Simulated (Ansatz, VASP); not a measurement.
Ir2Cl: VASP beside Ansatz

Contents of POSCAR:

```
Ir2Cl
1.0
    0.0000000000      2.9551741627      2.9551741627
    2.9551741627      0.0000000000      2.9551741627
    2.9551741627      2.9551741627      0.0000000000
Ir Cl
2 1
Direct
    0.2500000000      0.2500000000      0.2500000000
    0.7500000000      0.7500000000      0.7500000000
    0.0000000000      0.0000000000      0.0000000000
```

INCAR.step1

```
PREC = Accurate
ENCUT = 600
ISMEAR = 0
SIGMA = 0.1
LREAL = F
LASPH = T
NELM = 80
GGA = PE
ALGO = Normal
EDIFF = 1E-4
LWAVE = T
LCHARG = F
```

Contents of INCAR.step2:

```
PREC = Accurate
ENCUT = 600
EDIFF = 1E-7
ISMEAR = 0
SIGMA = 0.1
LREAL = F
LASPH = T
NELM = 80
ALGO = Normal
ISIF = 3
LWAVE = F
LCHARG = F
METAGGA = R2SCAN
LMIXTAU = T
IBRION = 2
NSW = 90
EDIFFG = -0.04
ISTART = 1
```

File KPOINTS:

```
regular mesh
0
Gamma
  6 6 6
```

Input for Ansatz:

```yaml
crystal:
  lattice:
    - [0.0, 2.9551741627, 2.9551741627]
    - [2.9551741627, 0.0, 2.9551741627]
    - [2.9551741627, 2.9551741627, 0.0]
  atoms:
    - { symbol: Ir, position: [0.25, 0.25, 0.25] }
    - { symbol: Ir, position: [0.75, 0.75, 0.75] }
    - { symbol: Cl, position: [0.0, 0.0, 0.0] }
basis:
  ecutwfc: 500
kpoints:
  mp_grid: { grid: [6, 6, 6] }
hamiltonian:
  xc: r2scan
scf:
  occupations: { method: gaussian, width: 0.1 }
  lower_state_search: "off"
output:
  forces: true
  stress: true
  eigenvalues: true
relax:
  adjacent_minimum: "off"
  f_tol: 0.04
  max_steps: 70
  cell: { stress_tol: 0.4 }
```

Alike in both runs: task relaxation of cell and atoms; functional r2SCAN; k mesh 6 × 6 × 6; occupations gaussian, width 0.1 eV; no spin polarisation.

|  | VASP | Ansatz |
| --- | --- | --- |
| version | VASP 6.6.1 | Ansatz 0.2.0 |
| potentials or method | VASP PAW PBE potentials, release 64 (Ir, Cl), cutoff 600 eV | scalar-relativistic, plane waves, PAW |
| valence electrons in the cell | 25 | 41 |

```tsv
	VASP	Ansatz	Ansatz less VASP
gap on the k mesh at the Fermi level, each at its own relaxed structure (eV)	none	none	-
relaxed volume (Å³/atom)	15.93	15.78	-0.149
relaxed cell length with the largest relative difference (Å)	4.073	4.060	-0.0127
```

VASP's potentials were made for PBE, not for r2SCAN. A gap of «none» marks a metal or a gap that the smearing closes. VASP's potentials hold 25 valence electrons a cell and Ansatz's 41, so a difference there can come from the potentials and not from the codes.

Neither program's run includes spin-orbit coupling.
